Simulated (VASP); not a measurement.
A run of VASP 6.6.1:

The input INCAR:

```
SYSTEM = Sb
  PREC = Accurate
  ENCUT = 500
  EDIFF = 1E-6
  ISMEAR = -1
  SIGMA = 0.05
  LREAL = .FALSE.
  LASPH = .TRUE.
  NELM = 120
  ALGO = Normal
  ISIF = 2
  LWAVE = .FALSE.
  LCHARG = .TRUE.
  LELF = .TRUE.
  LVHAR = .TRUE.
  NBANDS = 8
  GGA_COMPAT = .FALSE.
```

The input KPOINTS:

```
Automatic mesh
0
G
  8 8 8
  0 0 0
```

File POSCAR:

```
Sb
1.0
    0.0000000000      2.3513993853      2.3513993853
    2.3513993853      0.0000000000      2.3513993853
    2.3513993853      2.3513993853      0.0000000000
Sb
1
Direct
    0.0000000000      0.0000000000      0.0000000000
```

Potentials or basis: VASP PAW LDA potentials, release 64 (Sb).

Launch:

```sh
$ cat potpaw_LDA.64/Sb/POTCAR > POTCAR
$ mpirun -np 1 vasp_std > vasp.out
```

Hardware: 1 thread of AMD EPYC 7R13 Processor (Zen 3) (shared host).

Q: How long does it take, and how much memory?

A: Wall time 3.5 s on 1 thread of AMD EPYC 7R13 Processor (Zen 3), on a shared host, peak memory 0.09 GiB. Counts: scf iterations 9, k points 29.
